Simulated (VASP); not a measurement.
A run of VASP 6.6.1 is set up as follows.

INCAR

```
SYSTEM = Hf2SnSe6
PREC = Accurate
ENCUT = 520
EDIFF = 1E-6
ISMEAR = 0
SIGMA = 0.01
LREAL = .FALSE.
LASPH = .TRUE.
NELM = 100
ALGO = Normal
ISIF = 2
LWAVE = .FALSE.
LCHARG = .FALSE.
GGA = PE
NBANDS = 45
```

File KPOINTS:

```
Automatic mesh
0
G
  6 6 6
  0 0 0
```

Contents of POSCAR:

```
Hf2SnSe6
1.0
    3.3059392303      1.9086849065      7.1823545219
   -3.3059392303      1.9086849065      7.1823545219
    0.0000000000     -3.8173698071      7.1823545235
Hf Sn Se
2 1 6
Direct
    0.8333514757      0.8333514757      0.8333514757
    0.1666485243      0.1666485243      0.1666485243
    0.5000000000      0.5000000000      0.5000000000
    0.0868189569      0.4263338353      0.7659501265
    0.4263338353      0.7659501265      0.0868189569
    0.7659501265      0.0868189569      0.4263338353
    0.9131810431      0.5736661647      0.2340498735
    0.2340498735      0.9131810431      0.5736661647
    0.5736661647      0.2340498735      0.9131810431
```

Potentials or basis: VASP PAW PBE potentials, release 64 (Hf_pv, Sn_d, Se).

Run with:

```sh
$ cat potpaw_PBE.64/Hf_pv/POTCAR potpaw_PBE.64/Sn_d/POTCAR potpaw_PBE.64/Se/POTCAR > POTCAR
$ mpirun -np 1 vasp_std > vasp.out
```

Question: Predict the pressure.

Answer: -0.2 GPa.

Question: What does it give for the largest force?

Answer: 0.036 eV/Å.

Forces on the atoms (eV/Å):
```
Hf   0.000  0.000 -0.002
Hf   0.000  0.000  0.002
Sn   0.000  0.000  0.000
Se  -0.012 -0.019  0.028
Se  -0.011  0.020  0.028
Se   0.022  0.000  0.028
Se   0.012  0.019 -0.028
Se  -0.022  0.000 -0.028
Se   0.011 -0.020 -0.028
```
